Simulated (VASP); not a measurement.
Wanted: the native input for a VASP 6.6.1 run.

| Item | Value |
| --- | --- |
| Task | single point |
| Functional | PBE |
| Potentials or basis | VASP PAW PBE potentials, release 64 (Ag) |
| Cutoff | 520 eV |
| k mesh | 18 × 18 × 6 |
| Occupations | fermi-dirac, width 0.15 eV |
| Spin | no spin polarisation |
| Dipole correction | no |
| Further INCAR settings | ALGO = Fast; EDIFF = 1e-06; NBANDS = 30 |

The structure of Ag lies in POSCAR:

```
Ag
1.0
    2.9032763391      0.0000000000      0.0000000000
   -1.4516381695      2.5143110638      0.0000000000
    0.0000000000      0.0000000000      9.4995136923
Ag
4
Direct
    0.3333333333      0.6666666667      0.2500000000
    0.6666666667      0.3333333333      0.7500000000
    0.0000000000      0.0000000000      0.0000000000
    0.0000000000      0.0000000000      0.5000000000
```

One way to write it, as run:

INCAR

```
PREC = Accurate
ENCUT = 520
EDIFF = 1E-6
ISMEAR = -1
SIGMA = 0.15
LREAL = F
LASPH = T
NELM = 60
ALGO = Fast
ISIF = 2
LWAVE = F
LCHARG = F
GGA = PE
NBANDS = 30
```

KPOINTS

```
Automatic mesh
0
Gamma
  18 18 6
```

Potentials or basis: VASP PAW PBE potentials, release 64 (Ag).

Launch:

```console
$ cat potpaw_PBE.64/Ag/POTCAR > POTCAR
$ mpirun -np 1 vasp_std > vasp.out
```

It gave:

* Pressure: 2.9 GPa
* Band gap on the k mesh: zero (band 22 reaches 11.64 eV, above the bottom of band 23 at 5.10 eV)

Wall time 91 s on 1 thread of Intel(R) Xeon(R) 6975P-C (Granite Rapids), on a shared host, peak memory 0.35 GiB.
